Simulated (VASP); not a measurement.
Wanted: the native input for a VASP 6.6.1 run.

```yaml
Task: single point
Functional: PBE
Potentials_or_basis: VASP PAW PBE potentials, release 64 (Al)
Cutoff: 500 eV
k_mesh: 16 × 16 × 16
Occupations: fermi-dirac, width 0.0612256 eV
Spin: no spin polarisation
Dipole_correction: no
Further_INCAR_settings: ALGO = Normal; EDIFF = 1e-06; NBANDS = 10
```

The structure of Al lies in POSCAR:

```
Al
1.0
    0.0000000000      2.9814775190      2.9814775190
    2.9814775190      0.0000000000      2.9814775190
    2.9814775190      2.9814775190      0.0000000000
Al
2
Direct
    0.0000000000      0.0000000000      0.0000000000
    0.2500000000      0.2500000000      0.2500000000
```

One way to write it, as run:

INCAR

```
ALGO     = Normal         # electronic algorithm
EDIFF    = 1E-6           # SCF threshold, eV
ENCUT    = 500            # plane-wave cutoff, eV
GGA      = PE             # functional
GGA_COMPAT= False        
ISIF     = 2              # what is computed and relaxed
ISMEAR   = -1             # smearing method
LASPH    = True           # aspherical terms in the spheres
LCHARG   = True           # write CHGCAR
LELF     = True           # ELF
LREAL    = False          # projectors in reciprocal space
LVHAR    = True         
LWAVE    = False          # write WAVECAR
NBANDS   = 10             # bands
NELM     = 120            # most SCF steps
PREC     = Accurate       # precision mode
SIGMA    = 0.06122561905347299 # smearing width, eV
```

KPOINTS

```
k-points
0
Gamma
  16 16 16
```

Potentials or basis: VASP PAW PBE potentials, release 64 (Al).

The run is started by

```bash
$ cat potpaw_PBE.64/Al/POTCAR > POTCAR
$ mpirun -np 1 vasp_std > vasp.out
```

It gave:

The pressure is 1.7 GPa and the band gap on the k mesh is zero (band 3 reaches 5.23 eV, above the bottom of band 4 at 1.60 eV).

Wall time 74 s on 1 thread of AMD EPYC 7R13 (shared host), peak memory 0.17 GiB.
